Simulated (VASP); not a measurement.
Set up this calculation in VASP 6.6.1, as the native input.

```
Task                   : single point
Functional             : PBE
Dispersion             : D3(BJ)
Potentials or basis    : VASP PAW PBE potentials, release 64 (Si, O)
Cutoff                 : 520 eV
k mesh                 : 7 × 7 × 1
Occupations            : gaussian, width 0.05 eV
Spin                   : collinear spin, ferromagnetic start
Starting moments       : [0.0, 0.0, 0.0, 0.0, 2.0] μB
Dipole correction      : yes
Further INCAR settings : ALGO = Normal; EDIFF = 1e-06; NBANDS = 23
```

The structure of Si4O lies in POSCAR:

```
Si4O
1.0
    3.8333442603      0.0000000000      0.0000000000
    0.0000000000      3.8333442603      0.0000000000
    0.0000000000      0.0000000000     21.1034818054
Si O
4 1
Direct
    0.0000000000      0.5000000000      0.1895421825
    0.0000000000      0.0000000000      0.2537634268
    0.5000000000      0.0000000000      0.3207061911
    0.5000000000      0.5000000000      0.3839879068
    0.8750000000      0.8750000000      0.4882361072
```

These files were run (other wordings do the same):

INCAR

```
ALGO = Normal ; DIPOL = 0.5 0.5 0.327
EDIFF = 1E-6 ; ENCUT = 520
GGA = PE ; IDIPOL = 3
ISIF = 2 ; ISMEAR = 0
ISPIN = 2 ; IVDW = 12
LASPH = True ; LCHARG = False
LDIPOL = True ; LORBIT = 11
LREAL = False ; LWAVE = False
MAGMOM = 0 0 0 0 2 ; NBANDS = 23
NELM = 150 ; PREC = Accurate
SIGMA = 0.05
```

KPOINTS

```
k-points
0
Gamma
  7 7 1
```

Potentials or basis: VASP PAW PBE potentials, release 64 (Si, O).

Command:

```bash
$ cat potpaw_PBE.64/Si/POTCAR potpaw_PBE.64/O/POTCAR > POTCAR
$ mpirun -np 1 vasp_std > vasp.out
```

It gave:

| Item | Value |
| --- | --- |
| Largest force | 1.044 eV/Å |
| Net moment | 1.72 μB per cell |
| Site moments | Si -0.00, -0.01, +0.01, +0.03; O +1.33 μB |
| Valence electrons inside the program's atomic spheres | Si 1.58, 1.67, 1.55 (each value once); O 4.59 |
| Dispersion energy per atom | -0.201 eV |

Run time: 26 min on 1 thread of Intel(R) Xeon(R) 6975P-C (Granite Rapids) (shared host), peak memory 0.66 GiB.
